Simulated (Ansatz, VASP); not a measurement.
**Two plane-wave programs on Al19Cu**

```xyz
20
Lattice="5.6372 0.0000 0.0000 -2.8186 4.8820 0.0000 0.0000 0.0000 21.2055" Properties=species:S:1:pos:R:3 pbc="T T T"
Al    0.0000    0.0000    6.0482
Al   -1.4139    2.4383    6.0333
Al    0.0000    4.8873    6.0333
Al    1.4139    2.4383    6.0333
Al    1.4258    0.8232    8.3788
Al    0.0000    3.2546    8.3246
Al    4.2114    0.8232    8.3788
Al    2.8186    3.2356    8.3788
Al    1.4093    4.0683   10.6027
Al    0.0000    1.6273   10.6027
Al   -1.4093    4.0683   10.6027
Al   -1.4258    2.4315   12.8267
Al    0.0000    0.0000   12.8809
Al    1.4258    2.4315   12.8267
Al    2.8186    0.0191   12.8267
Al    0.0000    3.2546   15.1573
Al    1.4139    0.8163   15.1722
Al    2.8186    3.2493   15.1722
Al    4.2233    0.8163   15.1722
Cu    2.8186    1.6273   10.6028
```

Alike in both runs: functional r2SCAN; dispersion rVV10; k mesh 6 × 6 × 1; occupations methfessel-paxton of order 1, width 0.1 eV; no spin polarisation.

Ansatz relaxed the structure, and its values are those at the end. VASP's run is a single point on that final structure, the one shown.

|  | VASP | Ansatz |
| --- | --- | --- |
| version | VASP 6.6.1 | Ansatz 0.2.0 |
| potentials or method | VASP PAW PBE potentials, release 64 (Al, Cu), cutoff 520 eV | scalar-relativistic, plane waves, PAW |
| valence electrons in the cell | 68 | 76 |

```tsv
	VASP	Ansatz	Ansatz less VASP
gap on the k mesh at the Fermi level (eV)	none	none	-
rms of the force components (eV/Å)	0.004	0.003	-0.0004
```

VASP's potentials were made for PBE, not for r2SCAN. A gap of «none» marks a metal or a gap that the smearing closes. VASP's potentials hold 68 valence electrons a cell and Ansatz's 76, so a difference there can come from the potentials and not from the codes. Ansatz's warnings: structure snapped to symmetry, vacuum density over bound.
